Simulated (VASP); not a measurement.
# HgPI3 (Pm-3m) in VASP: further runs

The runs below take HgPI3 through single point, relaxation of cell and atoms, with PBE.

Program: VASP 6.6.1. These are calculated values, not measurements. Logs are shortened: lines on timing, memory, paths and dates and some standing lists are left out, and cuts for length are marked.

### Step 1. The cell of the first run

It takes space group Pm-3m (No. 221, cubic). Conventional cell: a = 5.587 Å, b = 5.587 Å, c = 5.587 Å, α = 90.00°, β = 90.00°, γ = 90.00°. Within 5.2 Å of Hg (site symmetry m-3m) lie 12 I at 3.95 Å and 8 P at 4.84 Å. P (site symmetry m-3m) has 6 I at 2.79 Å within 3.7 Å. I (site symmetry 4/mmm) has 2 P at 2.79 Å within 3.7 Å.

### Step 2. Single point, PBE

Input file INCAR:

```
ALGO = Normal ; EDIFF = 1E-6
ENCUT = 520 ; GGA = PE
ISIF = 2 ; ISMEAR = 0
LASPH = True ; LCHARG = False
LREAL = False ; LWAVE = False
NBANDS = 27 ; NELM = 100
PREC = Accurate ; SIGMA = 0.1
```

Input file KPOINTS:

```
k-points
0
Gamma
  8 8 8
```

Input file POSCAR:

```
HgPI3
1.0
    5.5870373104      0.0000000000      0.0000000000
    0.0000000000      5.5870373104      0.0000000000
    0.0000000000      0.0000000000      5.5870373104
Hg P I
1 1 3
Direct
    0.0000000000      0.0000000000      0.0000000000
    0.5000000000      0.5000000000      0.5000000000
    0.0000000000      0.5000000000      0.5000000000
    0.5000000000      0.0000000000      0.5000000000
    0.5000000000      0.5000000000      0.0000000000
```

Potentials or basis: VASP PAW PBE potentials, release 64 (Hg, P, I).

Started as:

```
> cat potpaw_PBE.64/Hg/POTCAR potpaw_PBE.64/P/POTCAR potpaw_PBE.64/I/POTCAR > POTCAR
> mpirun -np 1 vasp_std > vasp.out
```

OUTCAR:

```text
EDIFF = 1E-6
   ENCUT = 520
   GGA = PE
   ISIF = 2
   ISMEAR = 0
   LASPH = True
   LREAL = False
   NELM = 100
   PREC = Accurate

 ion  position               nearest neighbor table
   1  0.000  0.000  0.000-
   2  0.500  0.500  0.500-   3 2.79   4 2.79   5 2.79   5 2.79   4 2.79   3 2.79
   3  0.000  0.500  0.500-   2 2.79   2 2.79
   4  0.500  0.000  0.500-   2 2.79   2 2.79
   5  0.500  0.500  0.000-   2 2.79   2 2.79

  LATTYP: Found a simple cubic cell.
 ALAT       =     5.5870373104

  Lattice vectors:

 A1 = (   5.5870373104,   0.0000000000,   0.0000000000)
 A2 = (   0.0000000000,   5.5870373104,   0.0000000000)
 A3 = (   0.0000000000,   0.0000000000,   5.5870373104)

Analysis of symmetry for initial positions (statically):
=====================================================================
 Subroutine PRICEL returns:
 Original cell was already a primitive cell.

 Routine SETGRP: Setting up the symmetry group for a
 simple cubic supercell.

 Subroutine GETGRP returns: Found 48 space group operations
 (whereof 48 operations were pure point group operations)
 out of a pool of 48 trial point group operations.

The static configuration has the point symmetry O_h .

Analysis of symmetry for dynamics (positions and initial velocities):
=====================================================================
 Subroutine PRICEL returns:
 Original cell was already a primitive cell.

 Routine SETGRP: Setting up the symmetry group for a
 simple cubic supercell.

 Subroutine GETGRP returns: Found 48 space group operations
 (whereof 48 operations were pure point group operations)
 out of a pool of 48 trial point group operations.

The dynamic configuration has the point symmetry O_h .

 Subroutine INISYM returns: Found 48 space group operations
 (whereof 48 operations are pure point group operations),
 and found     1 'primitive' translations

----------------------------------------------------------------------------------------

                                     Primitive cell

  volume of cell :     174.3993

  direct lattice vectors                    reciprocal lattice vectors
     5.587037310  0.000000000  0.000000000     0.178985739  0.000000000  0.000000000
     0.000000000  5.587037310  0.000000000     0.000000000  0.178985739  0.000000000
     0.000000000  0.000000000  5.587037310     0.000000000  0.000000000  0.178985739

  length of vectors
[... 89 lines left out ...]
   LREAL  =      F    real-space projection
   EDIFFG = 0.1E-04   stopping-criterion for IOM
   NSW    =      0    number of steps for IOM
   IBRION =     -1    ionic relax: 0-MD 1-quasi-New 2-CG
   NFREE  =      0    steps in history (QN), initial steepest desc. (CG)
   ISIF   =      2    stress and relaxation
   ISYM   =      2    0-nonsym 1-usesym 2-fastsym
   POTIM  = 0.5000    time-step for ionic-motion
   TEBEG  =    0.0;   TEEND  =   0.0 temperature during run
   PSTRESS=    0.0 pullay stress
   NELECT =      38.0000    total number of electrons
   NUPDOWN=      -1.0000    fix difference up-down
   EMIN   =  10.00;   EMAX   =-10.00  energy-range for DOS
   EFERMI =   0.00;   METHOD = LEGACY
   ISMEAR =     0;   SIGMA  =   0.10  broadening in eV -4-tet -1-fermi 0-gaus
   EFERMI_NEDOS =   21; number of points for ismear=-14 and -15
   IALGO  =     38    algorithm
   IMIX   =      4    mixing-type and parameters
     AMIX     =   0.40;   BMIX     =  1.00
     AMIX_MAG =   1.60;   BMIX_MAG =  1.00
  volume/ion in A,a.u.               =      34.88       235.38
  Fermi-wavevector in a.u.,A,eV,Ry     =   0.985117  1.861601 13.203847  0.970455
  Thomas-Fermi vector in A             =   2.116400
   LORBIT       =      0    0 simple, 1 ext, 2 COOP (PROOUT), +10 PAW based schemes
   GGA     = PE    functional components
   LHFCALC =     F    Hartree Fock is set to
   AEXX    =    0.0000 exact exchange contribution
   IVDW    =     0    specifies the selected vdW correction
   LEPSILON=     F    determine dielectric tensor
   LRPA    =     F    only Hartree local field effects (RPA)
 non-spin polarized calculation
 Gauss-broadening in eV      SIGMA  =   0.10
  energy-cutoff  :      520.00
  volume of cell :      174.40
 maximum number of plane-waves:      4714
 NGX is ok and might be reduce to    42
   NGX = 21   NGY = 21   NGZ = 21

 number of electron      38.0000005 magnetization

 Free energy of the ion-electron system (eV)
  ---------------------------------------------------
  ext. energy  EPLUGINS =         0.00000000
  ---------------------------------------------------
  free energy    TOTEN  =        -9.48188532 eV

  energy without entropy =       -9.45992725  energy(sigma->0) =       -9.47090628

 E-fermi :   2.5204     XC(G=0):  -8.5948

 val. band max:        2.5193809805   @ k =   0.3750   0.1250   0.0000
 cond. band min:       2.5234766642   @ k =   0.3750   0.0000   0.0000
 fundamental gap:      0.0040956837
 Fermi energy:         2.5204329274

 k-point     1 :       0.0000    0.0000    0.0000
  band No.  band energies     occupation
      1     -11.0308      2.00000
      2      -9.1534      2.00000
      3      -9.1534      2.00000
      4      -5.6043      2.00000
      5      -2.7069      2.00000
      6      -2.7069      2.00000
[... 709 lines left out ...]
     26       9.7167      0.00000
     27      10.1058      0.00000

 [... further k-points ...]

------------------------ aborting loop because EDIFF is reached ----------------------------------------

  FORCE on cell =-STRESS in cart. coord.  units (eV):
  Direction    XX          YY          ZZ          XY          YZ          ZX
  --------------------------------------------------------------------------------------
  -------------------------------------------------------------------------------------
  Total       -0.0508553     -0.0508553     -0.0508553      0.0000000     -0.0000000      0.0000000
  in kB       -0.4671994     -0.4671994     -0.4671994      0.0000000     -0.0000000      0.0000000
  external PRESSURE =      -0.4671994 kB  Pullay stress =       0.0000000 kB

 VOLUME and BASIS-vectors are now :
 -----------------------------------------------------------------------------
  energy-cutoff  :      520.00
  volume of cell :      174.40
      direct lattice vectors                 reciprocal lattice vectors
     5.587037310  0.000000000  0.000000000     0.178985739  0.000000000  0.000000000
     0.000000000  5.587037310  0.000000000     0.000000000  0.178985739  0.000000000
     0.000000000  0.000000000  5.587037310     0.000000000  0.000000000  0.178985739

 POSITION                                       TOTAL-FORCE (eV/Angst)
 -----------------------------------------------------------------------------------
      0.00000      0.00000      0.00000         0.000000      0.000000      0.000000
      2.79352      2.79352      2.79352         0.000000      0.000000      0.000000
      0.00000      2.79352      2.79352         0.000000      0.000000      0.000000
      2.79352      0.00000      2.79352         0.000000      0.000000      0.000000
      2.79352      2.79352      0.00000         0.000000      0.000000      0.000000
 -----------------------------------------------------------------------------------
    total drift:                               -0.000000     -0.000000      0.000000

  FREE ENERGIE OF THE ION-ELECTRON SYSTEM (eV)
  ---------------------------------------------------
  free  energy   TOTEN  =        -9.4818853201 eV

  energy  without entropy=       -9.4599272491  energy(sigma->0) =       -9.47090628
```

Wall time 76 s (1 thread of Intel Xeon 6975P-C (Granite Rapids), shared host); peak memory 0.35 GiB.

Results:

```yaml
Free_energy: -9.4819 eV
Pressure: 0.0 GPa
Band_gap_on_the_k_mesh: zero (bands 19 and 20 overlap by 0.22 eV)
```

Levels at points of the mesh, in eV from the Fermi level:
```tsv
k point	band 16	band 17	band 18	band 19	band 20	band 21	band 22	band 23
(0.00, 0.00, 0.00)	-1.12	-1.09	-1.09	-1.09	4.47	4.47	4.47	4.92
(0.50, 0.00, 0.00)	-1.08	-0.98	-0.96	-0.96	1.03	3.93	4.52	4.52
(0.50, 0.50, 0.00)	-1.54	-0.48	-0.29	-0.21	-0.21	-0.08	4.32	4.50
(0.50, 0.50, 0.50)	-0.71	-0.71	-0.71	-0.10	-0.10	-0.10	0.07	6.31
```

Caveat: spin-orbit coupling is left out, which moves the levels of the heavy elements.

### Step 3. Relaxation of cell and atoms, PBE

Input file INCAR:

```
PREC = Accurate
ENCUT = 600
EDIFF = 1E-6
ISMEAR = 0
SIGMA = 0.1
LREAL = F
LASPH = T
NELM = 100
ALGO = Normal
ISIF = 3
LWAVE = F
LCHARG = F
GGA = PE
IBRION = 2
NSW = 100
EDIFFG = -0.01
```

Input file KPOINTS:

```
regular mesh
0
Gamma
  8 8 8
```

POSCAR is that of step 2.

Potentials or basis: VASP PAW PBE potentials, release 64 (Hg, P, I).

Started as:

```
> cat potpaw_PBE.64/Hg/POTCAR potpaw_PBE.64/P/POTCAR potpaw_PBE.64/I/POTCAR > POTCAR
> mpirun -np 1 vasp_std > vasp.out
```

OUTCAR:

```text
PREC = Accurate
   ENCUT = 600
   EDIFF = 1E-6
   ISMEAR = 0
   LREAL = F
   LASPH = T
   NELM = 100
   ISIF = 3
   GGA = PE
   IBRION = 2
   NSW = 100
   EDIFFG = -0.01

 ion  position               nearest neighbor table
   1  0.000  0.000  0.000-
   2  0.500  0.500  0.500-   3 2.79   4 2.79   5 2.79   5 2.79   4 2.79   3 2.79
   3  0.000  0.500  0.500-   2 2.79   2 2.79
   4  0.500  0.000  0.500-   2 2.79   2 2.79
   5  0.500  0.500  0.000-   2 2.79   2 2.79

  LATTYP: Found a simple cubic cell.
 ALAT       =     5.5870373104

  Lattice vectors:

 A1 = (   5.5870373104,   0.0000000000,   0.0000000000)
 A2 = (   0.0000000000,   5.5870373104,   0.0000000000)
 A3 = (   0.0000000000,   0.0000000000,   5.5870373104)

Analysis of symmetry for initial positions (statically):
=====================================================================
 Subroutine PRICEL returns:
 Original cell was already a primitive cell.

 Routine SETGRP: Setting up the symmetry group for a
 simple cubic supercell.

[... 169 lines left out ...]
  ---------------------------------------------------
  free energy    TOTEN  =        -9.48198052 eV

  energy without entropy =       -9.46002073  energy(sigma->0) =       -9.47100062

 E-fermi :   2.5204     XC(G=0):  -8.5947

 val. band max:        2.5193639326   @ k =   0.3750   0.1250   0.0000
 cond. band min:       2.5234551993   @ k =   0.3750   0.0000   0.0000
 fundamental gap:      0.0040912667
 Fermi energy:         2.5204013209

 k-point     1 :       0.0000    0.0000    0.0000
  band No.  band energies     occupation
      1     -11.0308      2.00000
      2      -9.1534      2.00000
      3      -9.1534      2.00000
      4      -5.6042      2.00000
      5      -2.7070      2.00000
      6      -2.7070      2.00000
[... 613 lines left out ...]
     22       6.3609      0.00000
     23       7.1201      0.00000

 [... further k-points ...]
[... 5 lines left out ...]
  --------------------------------------------------------------------------------------
  -------------------------------------------------------------------------------------
  Total       -0.0397464     -0.0397464     -0.0397464      0.0000000      0.0000000     -0.0000000
  in kB       -0.3651431     -0.3651431     -0.3651431      0.0000000      0.0000000     -0.0000000
  external PRESSURE =      -0.3651431 kB  Pullay stress =       0.0000000 kB

 VOLUME and BASIS-vectors are now :
 -----------------------------------------------------------------------------
  energy-cutoff  :      600.00
  volume of cell :      174.40
      direct lattice vectors                 reciprocal lattice vectors
     5.587037310  0.000000000  0.000000000     0.178985739  0.000000000  0.000000000
     0.000000000  5.587037310  0.000000000     0.000000000  0.178985739  0.000000000
     0.000000000  0.000000000  5.587037310     0.000000000  0.000000000  0.178985739

 POSITION                                       TOTAL-FORCE (eV/Angst)
 -----------------------------------------------------------------------------------
      0.00000      0.00000      0.00000         0.000000      0.000000      0.000000
      2.79352      2.79352      2.79352         0.000000      0.000000      0.000000
      0.00000      2.79352      2.79352         0.000000      0.000000      0.000000
      2.79352      0.00000      2.79352         0.000000      0.000000      0.000000
      2.79352      2.79352      0.00000         0.000000      0.000000      0.000000
 -----------------------------------------------------------------------------------
    total drift:                               -0.000000     -0.000000     -0.000000

  FREE ENERGIE OF THE ION-ELECTRON SYSTEM (eV)
  ---------------------------------------------------
  free  energy   TOTEN  =        -9.4819805174 eV

  energy  without entropy=       -9.4600207307  energy(sigma->0) =       -9.47100062

 reached required accuracy - stopping structural energy minimisation
```

OSZICAR:

```text
N       E                     dE             d eps       ncg     rms          rms(c)
DAV:   1     0.257127059007E+03    0.25713E+03   -0.17170E+04  1610   0.156E+03
DAV:   2     0.945097655299E+01   -0.24768E+03   -0.24219E+03  2036   0.276E+02
DAV:   3    -0.926251699841E+01   -0.18713E+02   -0.18497E+02  1918   0.756E+01
DAV:   4    -0.963809810559E+01   -0.37558E+00   -0.37483E+00  2159   0.113E+01
DAV:   5    -0.964492936331E+01   -0.68313E-02   -0.68299E-02  1963   0.154E+00    0.789E+00
DAV:   6    -0.949505151171E+01    0.14988E+00   -0.55017E-01  1949   0.312E+00    0.571E+00
DAV:   7    -0.948304758157E+01    0.12004E-01   -0.12851E-01  1813   0.211E+00    0.230E+00
DAV:   8    -0.948198813822E+01    0.10594E-02   -0.22674E-02  1981   0.106E+00    0.319E-01
DAV:   9    -0.948197999398E+01    0.81442E-05   -0.23479E-03  1959   0.305E-01    0.152E-01
DAV:  10    -0.948195974884E+01    0.20245E-04   -0.32227E-04  1953   0.109E-01    0.584E-02
DAV:  11    -0.948197805903E+01   -0.18310E-04   -0.39590E-05  1988   0.370E-02    0.111E-02
DAV:  12    -0.948198041031E+01   -0.23513E-05   -0.44714E-06  1946   0.140E-02    0.340E-03
DAV:  13    -0.948198051742E+01   -0.10711E-06   -0.28441E-07  1232   0.348E-03
   1 F= -.94819805E+01 E0= -.94710006E+01  d E =-.948198E+01
```

CONTCAR:

```text
HgPI3
   1.00000000000000
     5.5870373104000004    0.0000000000000000    0.0000000000000000
     0.0000000000000000    5.5870373104000004    0.0000000000000000
     0.0000000000000000    0.0000000000000000    5.5870373104000004
  Hg              P               I
     1     1     3
Direct
     0.0000000000000000    0.0000000000000000    0.0000000000000000
     0.5000000000000000    0.5000000000000000    0.5000000000000000
     0.0000000000000000    0.5000000000000000    0.5000000000000000
     0.5000000000000000    0.0000000000000000    0.5000000000000000
     0.5000000000000000    0.5000000000000000    0.0000000000000000

  0.00000000E+00  0.00000000E+00  0.00000000E+00
  0.00000000E+00  0.00000000E+00  0.00000000E+00
  0.00000000E+00  0.00000000E+00  0.00000000E+00
  0.00000000E+00  0.00000000E+00  0.00000000E+00
  0.00000000E+00  0.00000000E+00  0.00000000E+00
```

Wall time 98 s (1 thread of Intel Xeon 6975P-C (Granite Rapids), shared host); peak memory 0.43 GiB.

What came out:

| Property | Result |
| --- | --- |
| Free energy | -9.4820 eV |
| Pressure after relaxing | 0.0 GPa |
| Band gap on the k mesh | zero (bands 19 and 20 overlap by 0.22 eV) |

Final structure:
```
Hg P I
1.0
     5.58704    0.00000    0.00000
     0.00000    5.58704    0.00000
     0.00000    0.00000    5.58704
Hg P I
1 1 3
Direct
  0.00000 0.00000 0.00000
  0.50000 0.50000 0.50000
  0.00000 0.50000 0.50000
  0.50000 0.00000 0.50000
  0.50000 0.50000 0.00000
```

Levels at points of the mesh, in eV from the Fermi level:
```tsv
k point	band 16	band 17	band 18	band 19	band 20	band 21	band 22	band 23
(0.00, 0.00, 0.00)	-1.12	-1.09	-1.09	-1.09	4.47	4.47	4.47	4.92
(0.50, 0.00, 0.00)	-1.08	-0.98	-0.96	-0.96	1.03	3.93	4.52	4.52
(0.50, 0.50, 0.00)	-1.54	-0.48	-0.29	-0.21	-0.21	-0.08	4.32	4.50
(0.50, 0.50, 0.50)	-0.71	-0.71	-0.71	-0.10	-0.10	-0.10	0.07	6.31
```

Caveat: the relaxation stopped at its first step, so nothing moved; spin-orbit coupling is left out, which moves the levels of the heavy elements.
